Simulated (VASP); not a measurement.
# Gd (Im-3m) in VASP: single point with PBE

Aim: the single point of Gd with PBE.

Program: VASP 6.6.1. These are calculated values, not measurements. Logs are shortened: lines on timing, memory, paths and dates and some standing lists are left out, and cuts for length are marked.

## 1. The cell of the first run

Symmetry: Im-3m, No. 229, cubic system. Conventional cell: a = 4.050 Å, b = 4.050 Å, c = 4.050 Å, α = 90.00°, β = 90.00°, γ = 90.00°. Within 4.6 Å of Gd (site symmetry m-3m) lie 14 Gd at 3.51 to 4.05 Å.

This isn't the form of Gd at room conditions, which is hcp.

## 2. Single point, PBE, collinear spin, ferromagnetic start

The input, INCAR:

```
PREC     = Accurate       # precision mode
ENCUT    = 520            # plane-wave cutoff, eV
EDIFF    = 1E-6           # SCF threshold, eV
ISMEAR   = 0              # smearing method
SIGMA    = 0.1            # smearing width, eV
LREAL    = False          # projectors in reciprocal space
LASPH    = True           # aspherical terms in the spheres
NELM     = 150            # most SCF steps
ALGO     = Fast           # electronic algorithm
ISIF     = 2              # what is computed and relaxed
LWAVE    = False          # write WAVECAR
LCHARG   = False          # write CHGCAR
ISPIN    = 2              # spin polarisation
MAGMOM   = 7              # initial moments
LORBIT   = 11             # projections on sites
LMAXMIX  = 6              # l up to which the mixer works
GGA      = PE             # functional
NBANDS   = 19             # bands
```

The input, KPOINTS:

```
Automatic mesh
0
Gamma
  9 9 9
```

The input, POSCAR:

```
Gd
1.0
   -2.0250000000      2.0250000000      2.0250000000
    2.0250000000     -2.0250000000      2.0250000000
    2.0250000000      2.0250000000     -2.0250000000
Gd
1
Direct
    0.0000000000      0.0000000000      0.0000000000
```

Potentials or basis: VASP PAW PBE potentials, release 64 (Gd).

Run with:

```bash
> cat potpaw_PBE.64/Gd/POTCAR > POTCAR
> mpirun -np 1 vasp_std > vasp.out
```

OUTCAR:

```text
PREC = Accurate
   ENCUT = 520
   EDIFF = 1E-6
   ISMEAR = 0
   LREAL = False
   LASPH = True
   NELM = 150
   ISIF = 2
   ISPIN = 2
   LORBIT = 11
   GGA = PE

 ion  position               nearest neighbor table
   1  0.000  0.000  0.000-

  LATTYP: Found a body centered cubic cell.
 ALAT       =     4.0500000000

  Lattice vectors:

 A1 = (  -2.0250000000,   2.0250000000,   2.0250000000)
 A2 = (   2.0250000000,  -2.0250000000,   2.0250000000)
 A3 = (   2.0250000000,   2.0250000000,  -2.0250000000)

Analysis of symmetry for initial positions (statically):
=====================================================================
 Subroutine PRICEL returns:
 Original cell was already a primitive cell.

 Routine SETGRP: Setting up the symmetry group for a
 body centered cubic supercell.

 Subroutine GETGRP returns: Found 48 space group operations
 (whereof 48 operations were pure point group operations)
 out of a pool of 48 trial point group operations.

The static configuration has the point symmetry O_h .

Analysis of symmetry for dynamics (positions and initial velocities):
=====================================================================
 Subroutine PRICEL returns:
 Original cell was already a primitive cell.

 Routine SETGRP: Setting up the symmetry group for a
 body centered cubic supercell.

 Subroutine GETGRP returns: Found 48 space group operations
 (whereof 48 operations were pure point group operations)
 out of a pool of 48 trial point group operations.

The dynamic configuration has the point symmetry O_h .

Analysis of structural, dynamic, and magnetic symmetry:
=====================================================================
 Subroutine PRICEL returns:
 Original cell was already a primitive cell.

 Routine SETGRP: Setting up the symmetry group for a
 body centered cubic supercell.

 Subroutine GETGRP returns: Found 48 space group operations
 (whereof 48 operations were pure point group operations)
 out of a pool of 48 trial point group operations.

The overall configuration has the point symmetry O_h .

 Subroutine INISYM returns: Found 48 space group operations
 (whereof 48 operations are pure point group operations),
 and found     1 'primitive' translations

----------------------------------------------------------------------------------------

                                     Primitive cell

  volume of cell :      33.2151

  direct lattice vectors                    reciprocal lattice vectors
    -2.025000000  2.025000000  2.025000000     0.000000000  0.246913580  0.246913580
     2.025000000 -2.025000000  2.025000000     0.246913580  0.000000000  0.246913580
     2.025000000  2.025000000 -2.025000000     0.246913580  0.246913580  0.000000000

  length of vectors
     3.507402885  3.507402885  3.507402885     0.349188534  0.349188534  0.349188534

  position of ions in fractional coordinates (direct lattice)
     0.000000000  0.000000000  0.000000000

  ion indices of the primitive-cell ions
   primitive index   ion index
                 1           1

----------------------------------------------------------------------------------------

 KPOINTS: Automatic mesh

Automatic generation of k-mesh.
 Grid dimensions read from file:
 generate k-points for:    9    9    9

 Generating k-lattice:

  Cartesian coordinates                     Fractional coordinates (reciprocal lattice)
     0.000000000  0.027434842  0.027434842     0.111111111  0.000000000  0.000000000
     0.027434842  0.000000000  0.027434842     0.000000000  0.111111111  0.000000000
     0.027434842  0.027434842  0.000000000     0.000000000  0.000000000  0.111111111

  Length of vectors
     0.038798726  0.038798726  0.038798726

  Shift w.r.t. Gamma in fractional coordinates (k-lattice)
     0.000000000  0.000000000  0.000000000

 Subroutine IBZKPT returns following result:
 ===========================================

 Found     35 irreducible k-points:

 Following reciprocal coordinates:
            Coordinates               Weight
  0.000000  0.000000  0.000000      1.000000
  0.111111  0.000000  0.000000     12.000000
  0.222222  0.000000  0.000000     12.000000
  0.333333  0.000000  0.000000     12.000000
  0.444444  0.000000  0.000000     12.000000
  0.111111  0.111111  0.000000     24.000000
[... 16 lines left out ...]
 -0.333333  0.444444  0.111111     48.000000
 -0.444444 -0.444444  0.111111     24.000000
 [... further k-points ...]
   k-points           NKPTS =     35   k-points in BZ     NKDIM =     35   number of bands    NBANDS=     19
   number of dos      NEDOS =    301   number of ions     NIONS =      1
   total plane-waves  NPLWV =  21952
   dimension x,y,z NGX =    28 NGY =   28 NGZ =   28
   dimension x,y,z NGXF=    56 NGYF=   56 NGZF=   56
   ions per type =               1
   NGX,Y,Z   is equivalent  to a cutoff of  13.27, 13.27, 13.27 a.u.
   NGXF,Y,Z  is equivalent  to a cutoff of  26.54, 26.54, 26.54 a.u.
 SYSTEM =  unknown system
   PREC   = accura    normal or accurate (medium, high low for compatibility)
   ISTART =      0    job   : 0-new  1-cont  2-samecut
   ICHARG =      2    charge: 1-file 2-atom 10-const
   ISPIN  =      2    spin polarized calculation?
   LNONCOLLINEAR =      F non collinear calculations
   LSORBIT =      F    spin-orbit coupling
   LASPH  =      T    aspherical Exc in radial PAW
   ENCUT  =  520.0 eV  38.22 Ry    6.18 a.u.   6.52  6.52  6.52*2*pi/ulx,y,z
   NELM   =    150;   NELMIN=  2; NELMDL= -5     # of ELM steps
   EDIFF  = 0.1E-05   stopping-criterion for ELM
   LREAL  =      F    real-space projection
   EDIFFG = 0.1E-04   stopping-criterion for IOM
   NSW    =      0    number of steps for IOM
   IBRION =     -1    ionic relax: 0-MD 1-quasi-New 2-CG
   NFREE  =      0    steps in history (QN), initial steepest desc. (CG)
   ISIF   =      2    stress and relaxation
   ISYM   =      2    0-nonsym 1-usesym 2-fastsym
   POTIM  = 0.5000    time-step for ionic-motion
   TEBEG  =    0.0;   TEEND  =   0.0 temperature during run
   PSTRESS=    0.0 pullay stress
   NELECT =      18.0000    total number of electrons
   NUPDOWN=      -1.0000    fix difference up-down
   EMIN   =  10.00;   EMAX   =-10.00  energy-range for DOS
   EFERMI =   0.00;   METHOD = LEGACY
   ISMEAR =     0;   SIGMA  =   0.10  broadening in eV -4-tet -1-fermi 0-gaus
   EFERMI_NEDOS =   21; number of points for ismear=-14 and -15
   IALGO  =     68    algorithm
   IMIX   =      4    mixing-type and parameters
     AMIX     =   0.40;   BMIX     =  1.00
     AMIX_MAG =   1.60;   BMIX_MAG =  1.00
  volume/ion in A,a.u.               =      33.22       224.15
  Fermi-wavevector in a.u.,A,eV,Ry     =   1.334711  2.522238 24.238153  1.781454
  Thomas-Fermi vector in A             =   2.463472
   LORBIT       =     11    0 simple, 1 ext, 2 COOP (PROOUT), +10 PAW based schemes
   GGA     = PE    functional components
   LHFCALC =     F    Hartree Fock is set to
   AEXX    =    0.0000 exact exchange contribution
   IVDW    =     0    specifies the selected vdW correction
   LEPSILON=     F    determine dielectric tensor
   LRPA    =     F    only Hartree local field effects (RPA)
 spin polarized calculation
 RMM-DIIS sequential band-by-band and
 Gauss-broadening in eV      SIGMA  =   0.10
  energy-cutoff  :      520.00
  volume of cell :       33.22
 maximum number of plane-waves:       935
 NGX is ok and might be reduce to    28
   NGX = 13   NGY = 13   NGZ = 13

 number of electron      18.0000009 magnetization       7.6008395

 Free energy of the ion-electron system (eV)
  ---------------------------------------------------
  ext. energy  EPLUGINS =         0.00000000
  ---------------------------------------------------
  free energy    TOTEN  =       -11.62011829 eV

  energy without entropy =      -11.61220596  energy(sigma->0) =      -11.61616212

 E-fermi :   2.9773     XC(G=0):  -9.9595

 val. band max:        2.9689528134   @ k =  -0.4444   0.4444   0.2222
 cond. band min:       2.9932734524   @ k =  -0.3333  -0.4444   0.1111
 fundamental gap:      0.0243206390
 Fermi energy:         2.9772735522

 spin component 1

 k-point     1 :       0.0000    0.0000    0.0000
  band No.  band energies     occupation
      1     -42.3568      1.00000
      2     -19.3793      1.00000
      3     -19.3793      1.00000
      4     -19.3793      1.00000
      5      -2.1026      1.00000
      6      -1.9760      1.00000
[... 11 lines left out ...]
     18      13.3624      0.00000
     19      13.3625      0.00000

 k-point     2 :       0.1111    0.0000    0.0000
  band No.  band energies     occupation
      1     -42.3491      1.00000
      2     -19.4652      1.00000
      3     -19.4061      1.00000
      4     -19.3797      1.00000
      5      -1.9718      1.00000
      6      -1.9678      1.00000
[... 476 lines left out ...]
 k-point    24 :      -0.4444   -0.4444    0.1111
  band No.  band energies     occupation
      1     -42.2788      1.00000
      2     -19.9976      1.00000
      3     -19.7076      1.00000
      4     -19.4893      1.00000
      5      -1.9636      1.00000
      6      -1.9466      1.00000
[... 11 lines left out ...]
     18      10.5787      0.00000
     19      13.2113      0.00000

 [... further k-points ...]

 spin component 2

 k-point     1 :       0.0000    0.0000    0.0000
  band No.  band energies     occupation
      1     -39.1156      1.00000
      2     -16.9786      1.00000
      3     -16.9786      1.00000
      4     -16.9786      1.00000
      5      -1.2423      1.00000
      6       3.3162      0.00000
[... 11 lines left out ...]
     18      14.2852      0.00000
     19      14.2852      0.00000

 k-point     2 :       0.1111    0.0000    0.0000
  band No.  band energies     occupation
      1     -39.1060      1.00000
      2     -17.0840      1.00000
      3     -17.0102      1.00000
      4     -16.9794      1.00000
      5      -0.8795      1.00000
      6       3.2976      0.00000
[... 476 lines left out ...]
 k-point    24 :      -0.4444   -0.4444    0.1111
  band No.  band energies     occupation
      1     -39.0178      1.00000
      2     -17.7232      1.00000
      3     -17.3694      1.00000
      4     -17.1110      1.00000
      5       2.1855      1.00000
      6       3.2456      0.00007
[... 11 lines left out ...]
     18      11.9950      0.00000
     19      14.3527      0.00000

 [... further k-points ...]

------------------------ aborting loop because EDIFF is reached ----------------------------------------

  FORCE on cell =-STRESS in cart. coord.  units (eV):
  Direction    XX          YY          ZZ          XY          YZ          ZX
  --------------------------------------------------------------------------------------
  -------------------------------------------------------------------------------------
  Total        0.0065926      0.0065926      0.0065926     -0.0000000     -0.0000000      0.0000000
  in kB        0.3180052      0.3180052      0.3180052     -0.0000000     -0.0000000      0.0000000
  external PRESSURE =       0.3180052 kB  Pullay stress =       0.0000000 kB

 VOLUME and BASIS-vectors are now :
 -----------------------------------------------------------------------------
  energy-cutoff  :      520.00
  volume of cell :       33.22
      direct lattice vectors                 reciprocal lattice vectors
    -2.025000000  2.025000000  2.025000000     0.000000000  0.246913580  0.246913580
     2.025000000 -2.025000000  2.025000000     0.246913580  0.000000000  0.246913580
     2.025000000  2.025000000 -2.025000000     0.246913580  0.246913580  0.000000000

 POSITION                                       TOTAL-FORCE (eV/Angst)
 -----------------------------------------------------------------------------------
      0.00000      0.00000      0.00000         0.000000      0.000000      0.000000
 -----------------------------------------------------------------------------------
    total drift:                                0.000000      0.000000      0.000000

  FREE ENERGIE OF THE ION-ELECTRON SYSTEM (eV)
  ---------------------------------------------------
  free  energy   TOTEN  =       -11.6201182899 eV

  energy  without entropy=      -11.6122059551  energy(sigma->0) =      -11.61616212

 total charge

# of ion       s       p       d       f       tot
--------------------------------------------------
    1        2.072   5.561   0.584   6.981  15.198

 magnetization (x)

# of ion       s       p       d       f       tot
--------------------------------------------------
    1        0.001  -0.059   0.232   6.820   6.995
```

Wall time 2.1 min (1 thread of AMD EPYC 9R45 (Zen 5), shared host); peak memory 0.18 GiB.

Results:

```
Free energy                                           : -11.6201 eV
Pressure                                              : 0.0 GPa
Net moment                                            : 7.60 μB per cell
Site moments                                          : Gd +7.00 μB
Valence electrons inside the program's atomic spheres : Gd 15.20
```

Caveat: spin-orbit coupling is left out, which moves the levels of the heavy elements; semilocal functionals describe open f shells poorly, which spoils levels, moments and volumes. The state reached can hang on the start; a lower one may exist.
